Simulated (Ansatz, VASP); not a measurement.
GeSb4Te4 in VASP and in Ansatz

```xyz
9
Lattice="3.9836 0.0000 0.0000 -1.9918 3.4499 0.0000 0.0000 0.0000 16.9427" Properties=species:S:1:pos:R:3 pbc="T T T"
Ge    0.0000    0.0000    0.0000
Sb    0.0000    2.2999    9.2185
Sb    1.9918    1.1500    7.7242
Sb    1.9918    1.1500   13.3977
Sb    0.0000    2.2999    3.5449
Te    0.0000    2.2999   15.3250
Te    1.9918    1.1500    1.6177
Te    0.0000    0.0000   11.7576
Te    0.0000    0.0000    5.1850
```

Change from the starting cell: strain -0.080 along x and y, -0.040 along z, atoms carried along.

Alike in both runs: task single point; functional PBE; k mesh 12 × 12 × 2; occupations gaussian, width 0.03 eV; no spin polarisation.

```csv
,VASP,Ansatz
version,VASP 6.6.1,Ansatz 0.2.0
potentials or method,"VASP PAW PBE potentials, release 64 (Ge_d, Sb, Te), cutoff 520 eV","scalar-relativistic, plane waves, PAW"
valence electrons in the cell,58,138
```

VASP gave:

```
gap on the k mesh at the Fermi level (eV)                     : none
pressure (GPa)                                                : 15.8
traceless stress, the component that is largest in VASP (GPa) : -0.45
rms of the force components (eV/Å)                            : 0.711
```

Problem. Estimate Ansatz's values.

Solution. gap on the k mesh at the Fermi level (eV): none; pressure (GPa): 15.6; traceless stress, the component that is largest in VASP (GPa): -0.48; rms of the force components (eV/Å): 0.669.

Atom by atom the forces differ by 0.044 eV/Å (rms over components). A gap of «none» marks a metal or a gap that the smearing closes. The functional is the same, so the differences come from potentials, cutoffs and numerics. VASP's potentials hold 58 valence electrons a cell and Ansatz's 138, so a difference there can come from the potentials and not from the codes.

Spin-orbit coupling is off throughout.
